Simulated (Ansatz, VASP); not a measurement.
Two plane-wave programs on BN

INCAR

```
SYSTEM = BN
PREC = Accurate ; ENCUT = 520
EDIFF = 1E-6 ; ISMEAR = 0
SIGMA = 0.05 ; LREAL = .False.
LASPH = .True. ; NELM = 80
ALGO = Normal ; ISIF = 2
LWAVE = .False. ; LCHARG = .False.
GGA = PE ; IVDW = 12
NBANDS = 16
```

File KPOINTS:

```
Automatic mesh
0
Gamma
  12 12 4
  0 0 0
```

POSCAR

```
BN
1.0
    2.5099983704      0.0000000000      0.0000000000
   -1.2549991852      2.1737223522      0.0000000000
    0.0000000000      0.0000000000      6.6900000000
B N
2 2
Direct
    0.0000000000      0.0000000000      0.5000000000
    0.3333333333      0.6666666667      0.0000000000
    0.0222182429      0.0162648827      0.0000000000
    0.6888849096      0.3495982160      0.5000000000
```

Input for Ansatz:

```yaml
crystal:
  lattice:
    - [2.5099983704, 0.0, 0.0]
    - [-1.2549991852, 2.1737223522, 0.0]
    - [0.0, 0.0, 6.69]
  atoms:
    - { symbol: B, position: [0.0, 0.0, 0.5] }
    - { symbol: B, position: [0.3333333333, 0.6666666667, 0.0] }
    - { symbol: "N", position: [0.0222182429, 0.0162648827, 0.0] }
    - { symbol: "N", position: [0.6888849096, 0.349598216, 0.5] }
basis:
  ecutwfc: 420
kpoints:
  mp_grid: { grid: [12, 12, 4] }
hamiltonian:
  xc: pbe
  dispersion: d3bj
scf:
  occupations: { method: gaussian, width: 0.05 }
output:
  forces: true
  stress: true
  eigenvalues: true
```

Change from the starting cell: all N atoms moved +0.050 Å, as atom 3 along Cartesian [1 1 0].

Alike in both runs: task single point; functional PBE; dispersion D3(BJ); k mesh 12 × 12 × 4; occupations gaussian, width 0.05 eV; no spin polarisation.

|  | VASP | Ansatz |
| --- | --- | --- |
| version | VASP 6.6.1 | Ansatz 0.2.0 |
| potentials or method | VASP PAW PBE potentials, release 64 (B, N), cutoff 520 eV | scalar-relativistic, plane waves, PAW |
| valence electrons in the cell | 16 | 16 |

```tsv
	VASP	Ansatz	Ansatz less VASP
gap on the k mesh at the Fermi level (eV)	4.13	4.13	+0.007
least direct gap on the mesh (eV)	4.49	4.49	+0.003
pressure (GPa)	-0.2	-0.3	-0.05
traceless stress, the component that is largest in VASP (GPa)	3.92	3.82	-0.100
rms of the force components (eV/Å)	1.111	1.114	+0.0031
```

Atom by atom the forces differ by 0.003 eV/Å (rms over components).
